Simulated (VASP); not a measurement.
# Sr2C: single point with HSE06

The system is Sr2C.

```
CELL_PARAMETERS angstrom
0.08132 3.44146 3.44146
3.44146 0.08132 3.44146
3.44146 3.44146 0.08132
ATOMIC_POSITIONS crystal
C 0.00000 0.00000 0.00000
Sr 0.25038 0.25038 0.25038
Sr 0.74962 0.74962 0.74962
```

This cell differs from its parent crystal: strain along [111] +3.6%.

```
Program             : VASP 6.6.1
Task                : single point
Functional          : HSE06
Potentials or basis : VASP PAW PBE potentials, release 64 (C, Sr_sv)
Cutoff              : 520 eV
k mesh              : 4 × 4 × 4
Occupations         : fermi-dirac, width 0.02 eV
Spin                : no spin polarisation
```

- Pressure: -0.9 GPa
- Band gap on the k mesh: 0.27 eV, indirect (least direct gap 0.42 eV)

Stress tensor (GPa, compression positive):
```
-0.92 -0.12 -0.12
-0.12 -0.92 -0.12
-0.12 -0.12 -0.92
```

Levels at points of the mesh, in eV from the valence-band top:
| k point | band 9 | band 10 | band 11 | band 12 | band 13 | band 14 | band 15 | band 16 |
| --- | --- | --- | --- | --- | --- | --- | --- | --- |
| (0.00, 0.00, 0.00) | -9.28 | -1.46 | -1.36 | -1.36 | 0.27 | 2.15 | 2.15 | 5.94 |
| (0.50, 0.00, 0.00) | -8.73 | -1.77 | -0.61 | -0.54 | 2.65 | 3.31 | 3.51 | 4.04 |
| (0.50, 0.50, 0.00) | -8.65 | -2.13 | -0.02 | 0.00 | 0.42 | 2.81 | 3.18 | 5.44 |
| (0.50, 0.50, 0.50) | -8.76 | -1.93 | -0.59 | -0.59 | 2.90 | 3.47 | 3.47 | 4.09 |

Wall time 27 min on 1 thread of Intel(R) Xeon(R) Platinum 8488C (Sapphire Rapids), on a shared host, peak memory 0.33 GiB.

Caveat: the cell differs from its parent crystal (strain along [111] +3.6%); the PAW data sets were made with another functional, which shifts forces and pressure a little. A k mesh can miss the band edges.
